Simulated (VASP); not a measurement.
A run of VASP 6.6.1 is set up as follows.

File INCAR:

```
SYSTEM = Ge
PREC     = Accurate       ! precision mode
ENCUT    = 600            ! plane-wave cutoff, eV
EDIFF    = 1E-6           ! SCF threshold, eV
ISMEAR   = -1             ! smearing method
SIGMA    = 0.05           ! smearing width, eV
LREAL    = .FALSE.        ! projectors in reciprocal space
LASPH    = .TRUE.         ! aspherical terms in the spheres
NELM     = 60             ! most SCF steps
ALGO     = Normal         ! electronic algorithm
ISIF     = 3              ! what is computed and relaxed
LWAVE    = .FALSE.        ! write WAVECAR
LCHARG   = .FALSE.        ! write CHGCAR
GGA      = PS             ! functional
IVDW     = 12             ! dispersion correction
IBRION   = 2              ! ionic algorithm
NSW      = 60             ! ionic steps
EDIFFG   = -0.01          ! ionic threshold
```

KPOINTS

```
Automatic mesh
0
G
  8 8 4
  0 0 0
```

POSCAR

```
Ge
1.0
    3.9975858431      0.0000000000      0.0000000000
   -1.9987929216      3.4620108940      0.0000000000
    0.0000000000      0.0000000000      6.5993779500
Ge
4
Direct
    0.3333333333      0.6666666667      0.9370987500
    0.6666666667      0.3333333333      0.4370987500
    0.3333333333      0.6666666667      0.5629012500
    0.6666666667      0.3333333333      0.0629012500
```

Potentials or basis: VASP PAW PBE potentials, release 64 (Ge_d).

Launch:

```bash
$ cat potpaw_PBE.64/Ge_d/POTCAR > POTCAR
$ mpirun -np 1 vasp_std > vasp.out
```

(1) Estimate the band gap on the k mesh.

(2) What does it give for the dispersion energy per atom?

(3) What does it give for the relaxed volume?

Results:

(1) zero (filled and empty bands overlap).

(2) -0.279 eV.

(3) 22.20 Å³/atom.

Caveat: semilocal functionals underestimate gaps, so a narrow gap can read as zero; the PAW data sets were made with another functional, which shifts forces and pressure a little.
